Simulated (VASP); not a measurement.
Input of a VASP 6.6.1 run:

File POSCAR:

```
Au
1.0
   -1.7401324500      1.7401324500      1.5744055500
    1.7401324500     -1.7401324500      1.5744055500
    1.7401324500      1.7401324500     -1.5744055500
Au
1
Direct
    0.0000000000      0.0000000000      0.0000000000
```

Contents of INCAR.step1:

```
PREC = Accurate
ENCUT = 520
ISMEAR = 0
SIGMA = 0.15
LREAL = F
LASPH = T
NELM = 60
NBANDS = 12
GGA = PE
ALGO = Normal
EDIFF = 1E-4
LWAVE = T
LCHARG = F
```

File INCAR.step2:

```
PREC = Accurate
ENCUT = 520
EDIFF = 1E-6
ISMEAR = 0
SIGMA = 0.15
LREAL = F
LASPH = T
NELM = 60
ALGO = Normal
ISIF = 2
LWAVE = F
LCHARG = T
METAGGA = R2SCAN
LMIXTAU = T
LELF = T
LVHAR = T
NBANDS = 12
ISTART = 1
```

Contents of KPOINTS:

```
regular mesh
0
Gamma
  20 20 20
```

Potentials or basis: VASP PAW PBE potentials, release 64 (Au).

Run with:

```bash
$ cat potpaw_PBE.64/Au/POTCAR > POTCAR
$ cp INCAR.step1 INCAR
$ mpirun -np 1 vasp_std > vasp.out
$ cp INCAR.step2 INCAR
$ mpirun -np 1 vasp_std > vasp.out
```

(1) Predict the pressure.

Answers

(1) -9.3 GPa.

Caveat: the cell differs from its parent crystal (strain +0.050 along x and y, -0.050 along z); the PAW data sets were made with another functional, which shifts forces and pressure a little.
